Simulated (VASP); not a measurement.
# Si5Te (Cmmm) in VASP: relaxation of cell and atoms with PBE

Aim: the relaxation of cell and atoms of Si5Te with PBE.

Everything below comes from runs of VASP 6.6.1. Logs are shortened: lines on timing, memory, paths and dates and some standing lists are left out, and cuts for length are marked.

### Step 1. The cell of the first run

It takes space group Cmmm (No. 65, orthorhombic). Conventional cell: a = 4.507 Å, b = 14.971 Å, c = 3.869 Å, α = 90.00°, β = 90.00°, γ = 90.00°. Si (site symmetry m2m) has 5 Si at 2.39 to 3.19 Å within 3.2 Å. Within 3.2 Å of Si (site symmetry m2m) lie 4 Si at 2.39 to 2.64 Å and 2 Te at 2.88 Å. Si (site symmetry mmm) has 6 Si at 2.64 to 3.19 Å and 4 Te at 2.97 Å within 3.5 Å. Within 3.9 Å of Te (site symmetry mmm) lie 8 Si at 2.88 to 2.97 Å and 2 Te at 3.87 Å.

### Step 2. Relaxation of cell and atoms, PBE

File INCAR:

```
SYSTEM = Si5Te
ALGO = Fast
EDIFF = 1E-6
EDIFFG = -0.01
ENCUT = 600
GGA = PE
IBRION = 2
ISIF = 3
ISMEAR = 0
LASPH = .True.
LCHARG = .False.
LREAL = .False.
LWAVE = .False.
NELM = 60
NSW = 100
PREC = Accurate
SIGMA = 0.1
```

File KPOINTS:

```
k-points
0
Gamma
  10 10 10
  0 0 0
```

File POSCAR:

```
Si5Te
1.0
    2.2535461954     -7.4853326757      0.0000000000
    2.2535461954      7.4853326757      0.0000000000
    0.0000000000      0.0000000000      3.8693718559
Si Te
5 1
Direct
    0.2134124023      0.7865875977      0.0000000000
    0.1199939179      0.8800060821      0.5000000000
    0.0000000000      0.0000000000      0.0000000000
    0.8800060821      0.1199939179      0.5000000000
    0.7865875977      0.2134124023      0.0000000000
    0.5000000000      0.5000000000      0.5000000000
```

Potentials or basis: VASP PAW PBE potentials, release 64 (Si, Te).

Run with:

```console
cat potpaw_PBE.64/Si/POTCAR potpaw_PBE.64/Te/POTCAR > POTCAR
mpirun -np 1 vasp_std > vasp.out
```

OUTCAR:

```text
SYSTEM = Si5Te
   EDIFF = 1E-6
   EDIFFG = -0.01
   ENCUT = 600
   GGA = PE
   IBRION = 2
   ISIF = 3
   ISMEAR = 0
   LASPH = .True.
   LREAL = .False.
   NELM = 60
   NSW = 100
   PREC = Accurate

 ion  position               nearest neighbor table
   1  0.213  0.787  0.000-   2 2.39   2 2.39   5 2.51   5 2.51
   2  0.120  0.880  0.500-   1 2.39   1 2.39   3 2.64   3 2.64   6 2.88   6 2.88
   3  0.000  0.000  0.000-   2 2.64   4 2.64   2 2.64   4 2.64   6 2.97   6 2.97   6 2.97   6 2.97

   4  0.880  0.120  0.500-   5 2.39   5 2.39   3 2.64   3 2.64   6 2.88   6 2.88
   5  0.787  0.213  0.000-   4 2.39   4 2.39   1 2.51   1 2.51
   6  0.500  0.500  0.500-   2 2.88   4 2.88   2 2.88   4 2.88   3 2.97   3 2.97   3 2.97   3 2.97

  LATTYP: Found a base centered orthorhombic cell.
 ALAT       =     4.5070923908
 B/A-ratio  =     3.3215794249
 C/A-ratio  =     0.8585073303

  Lattice vectors:

 A1 = (   2.2535461954,  -7.4853326757,   0.0000000000)
 A2 = (   2.2535461954,   7.4853326757,   0.0000000000)
 A3 = (   0.0000000000,   0.0000000000,   3.8693718559)

Analysis of symmetry for initial positions (statically):
=====================================================================
 Subroutine PRICEL returns:
 Original cell was already a primitive cell.

 Routine SETGRP: Setting up the symmetry group for a
 base centered orthorhombic supercell.

 Subroutine GETGRP returns: Found  8 space group operations
 (whereof  8 operations were pure point group operations)
 out of a pool of  8 trial point group operations.

The static configuration has the point symmetry D_2h.

Analysis of symmetry for dynamics (positions and initial velocities):
=====================================================================
 Subroutine PRICEL returns:
 Original cell was already a primitive cell.

 Routine SETGRP: Setting up the symmetry group for a
 base centered orthorhombic supercell.

 Subroutine GETGRP returns: Found  8 space group operations
 (whereof  8 operations were pure point group operations)
 out of a pool of  8 trial point group operations.

The dynamic configuration has the point symmetry D_2h.

 Subroutine INISYM returns: Found  8 space group operations
 (whereof  8 operations are pure point group operations),
 and found     1 'primitive' translations

----------------------------------------------------------------------------------------

                                     Primitive cell

  volume of cell :     130.5413

  direct lattice vectors                    reciprocal lattice vectors
     2.253546195 -7.485332676  0.000000000     0.221872532 -0.066797298  0.000000000
     2.253546195  7.485332676  0.000000000     0.221872532  0.066797298  0.000000000
     0.000000000  0.000000000  3.869371856     0.000000000  0.000000000  0.258439880

  length of vectors
     7.817203830  7.817203830  3.869371856     0.231709515  0.231709515  0.258439880

  position of ions in fractional coordinates (direct lattice)
     0.213412402  0.786587598  0.000000000
     0.119993918  0.880006082  0.500000000
     0.000000000  0.000000000  0.000000000
     0.880006082  0.119993918  0.500000000
     0.786587598  0.213412402  0.000000000
     0.500000000  0.500000000  0.500000000

  ion indices of the primitive-cell ions
   primitive index   ion index
                 1           1
                 2           2
                 3           3
                 4           4
                 5           5
                 6           6

----------------------------------------------------------------------------------------

 KPOINTS: k-points

Automatic generation of k-mesh.
 Grid dimensions read from file:
 generate k-points for:   10   10   10

 Generating k-lattice:

  Cartesian coordinates                     Fractional coordinates (reciprocal lattice)
     0.022187253 -0.006679730  0.000000000     0.100000000  0.000000000  0.000000000
     0.022187253  0.006679730  0.000000000     0.000000000  0.100000000  0.000000000
     0.000000000  0.000000000  0.025843988     0.000000000  0.000000000  0.100000000

  Length of vectors
     0.023170952  0.023170952  0.025843988

  Shift w.r.t. Gamma in fractional coordinates (k-lattice)
     0.000000000  0.000000000  0.000000000

 Subroutine IBZKPT returns following result:
 ===========================================

 Found    186 irreducible k-points:

 Following reciprocal coordinates:
            Coordinates               Weight
  0.000000  0.000000  0.000000      1.000000
  0.100000 -0.000000  0.000000      4.000000
  0.200000 -0.000000  0.000000      4.000000
  0.300000  0.000000  0.000000      4.000000
  0.400000 -0.000000  0.000000      4.000000
  0.500000  0.000000  0.000000      2.000000
[... 16 lines left out ...]
  0.300000  0.300000  0.000000      2.000000
  0.400000  0.300000  0.000000      4.000000
 [... further k-points ...]
   k-points           NKPTS =    186   k-points in BZ     NKDIM =    186   number of bands    NBANDS=     17
   number of dos      NEDOS =    301   number of ions     NIONS =      6
   total plane-waves  NPLWV = 131072
   dimension x,y,z NGX =    64 NGY =   64 NGZ =   32
   dimension x,y,z NGXF=   128 NGYF=  128 NGZF=   64
   ions per type =               5   1
   NGX,Y,Z   is equivalent  to a cutoff of  13.61, 13.61, 13.75 a.u.
   NGXF,Y,Z  is equivalent  to a cutoff of  27.22, 27.22, 27.50 a.u.
 SYSTEM =  Si5Te
   PREC   = accura    normal or accurate (medium, high low for compatibility)
   ISTART =      0    job   : 0-new  1-cont  2-samecut
   ICHARG =      2    charge: 1-file 2-atom 10-const
   ISPIN  =      1    spin polarized calculation?
   LNONCOLLINEAR =      F non collinear calculations
   LSORBIT =      F    spin-orbit coupling
   LASPH  =      T    aspherical Exc in radial PAW
   ENCUT  =  600.0 eV  44.10 Ry    6.64 a.u.  15.61 15.61  7.73*2*pi/ulx,y,z
   NELM   =     60;   NELMIN=  2; NELMDL= -5     # of ELM steps
   EDIFF  = 0.1E-05   stopping-criterion for ELM
   LREAL  =      F    real-space projection
   EDIFFG = -.1E-01   stopping-criterion for IOM
   NSW    =    100    number of steps for IOM
   IBRION =      2    ionic relax: 0-MD 1-quasi-New 2-CG
   NFREE  =      1    steps in history (QN), initial steepest desc. (CG)
   ISIF   =      3    stress and relaxation
   ISYM   =      2    0-nonsym 1-usesym 2-fastsym
   POTIM  = 0.5000    time-step for ionic-motion
   TEBEG  =    0.0;   TEEND  =   0.0 temperature during run
   PSTRESS=    0.0 pullay stress
   NELECT =      26.0000    total number of electrons
   NUPDOWN=      -1.0000    fix difference up-down
   EMIN   =  10.00;   EMAX   =-10.00  energy-range for DOS
   EFERMI =   0.00;   METHOD = LEGACY
   ISMEAR =     0;   SIGMA  =   0.10  broadening in eV -4-tet -1-fermi 0-gaus
   EFERMI_NEDOS =   21; number of points for ismear=-14 and -15
   IALGO  =     68    algorithm
   IMIX   =      4    mixing-type and parameters
     AMIX     =   0.40;   BMIX     =  1.00
     AMIX_MAG =   1.60;   BMIX_MAG =  1.00
  volume/ion in A,a.u.               =      21.76       146.82
  Fermi-wavevector in a.u.,A,eV,Ry     =   0.956056  1.806684 12.436307  0.914043
  Thomas-Fermi vector in A             =   2.084949
   LORBIT       =      0    0 simple, 1 ext, 2 COOP (PROOUT), +10 PAW based schemes
   GGA     = PE    functional components
   LHFCALC =     F    Hartree Fock is set to
   AEXX    =    0.0000 exact exchange contribution
   IVDW    =     0    specifies the selected vdW correction
   LEPSILON=     F    determine dielectric tensor
   LRPA    =     F    only Hartree local field effects (RPA)
 conjugate gradient relaxation of ions
 non-spin polarized calculation
 RMM-DIIS sequential band-by-band and
 Gauss-broadening in eV      SIGMA  =   0.10
  energy-cutoff  :      600.00
  volume of cell :      130.54
 maximum number of plane-waves:      4392
   NGX = 31   NGY = 31   NGZ = 15

--------------------------------------- Ionic step        1  -------------------------------------------

 number of electron      25.9999999 magnetization

 Free energy of the ion-electron system (eV)
  ---------------------------------------------------
  ext. energy  EPLUGINS =         0.00000000
  ---------------------------------------------------
  free energy    TOTEN  =       -27.26668078 eV

  energy without entropy =      -27.25258735  energy(sigma->0) =      -27.25963407

------------------------ aborting loop because EDIFF is reached ----------------------------------------

  FORCE on cell =-STRESS in cart. coord.  units (eV):
  Direction    XX          YY          ZZ          XY          YZ          ZX
  --------------------------------------------------------------------------------------
  -------------------------------------------------------------------------------------
  Total        0.1097763     -0.1371286     -0.0112278      0.0000000      0.0000000      0.0000000
  in kB        1.3473215     -1.6830246     -0.1378020      0.0000000      0.0000000      0.0000000
  external PRESSURE =      -0.1578350 kB  Pullay stress =       0.0000000 kB
[... 305 lines left out ...]
  energy  without entropy=      -27.2532532025  energy(sigma->0) =      -27.26047947

--------------------------------------- Ionic step        9  -------------------------------------------

 number of electron      26.0000000 magnetization

 Free energy of the ion-electron system (eV)
  ---------------------------------------------------
  ext. energy  EPLUGINS =         0.00000000
  ---------------------------------------------------
  free energy    TOTEN  =       -27.26780140 eV

  energy without entropy =      -27.25326007  energy(sigma->0) =      -27.26053074

 E-fermi :   6.5736     XC(G=0):  -9.5391

 val. band max:        6.5692262640   @ k =   0.4000   0.1000   0.5000
 cond. band min:       6.5781404976   @ k =  -0.4000   0.3000   0.1000
 fundamental gap:      0.0089142336
 Fermi energy:         6.5735696331

 k-point     1 :       0.0000    0.0000    0.0000
  band No.  band energies     occupation
      1      -7.1549      2.00000
      2      -4.1216      2.00000
      3      -3.2425      2.00000
      4      -0.5940      2.00000
      5       1.0919      2.00000
      6       2.1512      2.00000
[... 9 lines left out ...]
     16       7.6421      0.00000
     17       8.0453      0.00000
[... 443 lines left out ...]
      1      -6.5117      2.00000
      2      -4.2904      2.00000
      3      -3.8851      2.00000
      4      -1.1049      2.00000
      5       0.1414      2.00000
      6       1.9661      2.00000
[... 9 lines left out ...]
     16       8.0852      0.00000
     17       8.3368      0.00000

 [... further k-points ...]
[... 5 lines left out ...]
  --------------------------------------------------------------------------------------
  -------------------------------------------------------------------------------------
  Total        0.0435374      0.0105024     -0.0159355     -0.0000000      0.0000000      0.0000000
  in kB        0.5356924      0.1292235     -0.1960734     -0.0000000      0.0000000      0.0000000
  external PRESSURE =       0.1562808 kB  Pullay stress =       0.0000000 kB
[... 21 lines left out ...]
  FREE ENERGIE OF THE ION-ELECTRON SYSTEM (eV)
  ---------------------------------------------------
  free  energy   TOTEN  =       -27.2678014048 eV

  energy  without entropy=      -27.2532600670  energy(sigma->0) =      -27.26053074

 reached required accuracy - stopping structural energy minimisation
```

Wall time 59 min (1 thread of Oxide Virtual Turin-like, shared host); peak memory 0.67 GiB.

Results:

- Free energy: -27.2678 eV
- Relaxed volume: 21.70 Å³/atom
- Relaxed cell: a = 7.779 Å, b = 7.779 Å, c = 3.861 Å, α = 90.00°, β = 90.00°, γ = 146.13°
- Space group after relaxing (to 0.1 Å): Cmmm (No. 65)
- Energy gained by relaxing: 0.2 meV/atom
- Ionic steps: 9
- Pressure after relaxing: 0.0 GPa
- Largest force after relaxing: 0.008 eV/Å
- Band gap on the k mesh: zero (bands 13 and 14 overlap by 1.02 eV)

Forces on the atoms (eV/Å):
```
Si   0.000  0.000  0.000
Si   0.000  0.008  0.000
Si   0.000  0.000  0.000
Si   0.000 -0.008  0.000
Si   0.000  0.000  0.000
Te   0.000  0.000  0.000
```

The path:
| step | energy change (eV) | largest force (eV/Å) | pressure (GPa) | volume (Å³) |
| --- | --- | --- | --- | --- |
| 1 | 0.0000 | 0.0186 | -0.02 | 130.54 |
| 2 | -0.0003 | 0.0272 | -0.01 | 130.50 |
| 3 | -0.0005 | 0.0515 | 0.03 | 130.39 |
| 4 | -0.0007 | 0.0381 | 0.00 | 130.40 |
| 5 | -0.0008 | 0.0147 | -0.06 | 130.42 |
| 6 | -0.0009 | 0.0154 | -0.01 | 130.29 |
| 7 | -0.0010 | 0.0159 | 0.06 | 130.14 |
| 8 | -0.0010 | 0.0100 | 0.05 | 130.16 |
| 9 | -0.0011 | 0.0080 | 0.02 | 130.21 |

Final structure:
```xyz
6
Lattice="2.2659 -7.4414 0.0000 2.2659 7.4414 0.0000 0.0000 0.0000 3.8613" Properties=species:S:1:pos:R:3 pbc="T T T"
Si    2.2659    4.2461    0.0000
Si    2.2659    5.6477    1.9307
Si    0.0000    0.0000    0.0000
Si    2.2659   -5.6477    1.9307
Si    2.2659   -4.2461    0.0000
Te    2.2659    0.0000    1.9307
```

Levels at points of the mesh, in eV from the Fermi level:
```
           k point  band 9  band 10  band 11  band 12  band 13  band 14  band 15  band 16  band 17
(0.00, 0.00, 0.00)   -3.45    -1.49    -1.42    -0.61    -0.28    -0.12     0.52     1.07     1.47
(0.50, 0.00, 0.00)   -1.94    -1.85    -1.59    -1.37     0.12     0.36     0.85     1.61     1.85
(0.50, 0.50, 0.00)   -2.51    -2.05    -1.44    -1.12    -0.75    -0.50    -0.20     2.43     2.76
(0.00, 0.00, 0.50)   -2.71    -2.64    -2.34    -1.26    -1.06    -0.36    -0.20     1.03     1.20
(0.50, 0.00, 0.50)   -4.15    -4.03    -2.41    -2.32     0.29     0.51     1.02     2.05     3.21
(0.50, 0.50, 0.50)   -3.80    -3.14    -2.78    -1.50    -0.78     0.13     0.15     0.16     1.56
```

Caveat: spin-orbit coupling is left out, which moves the levels of the heavy elements.
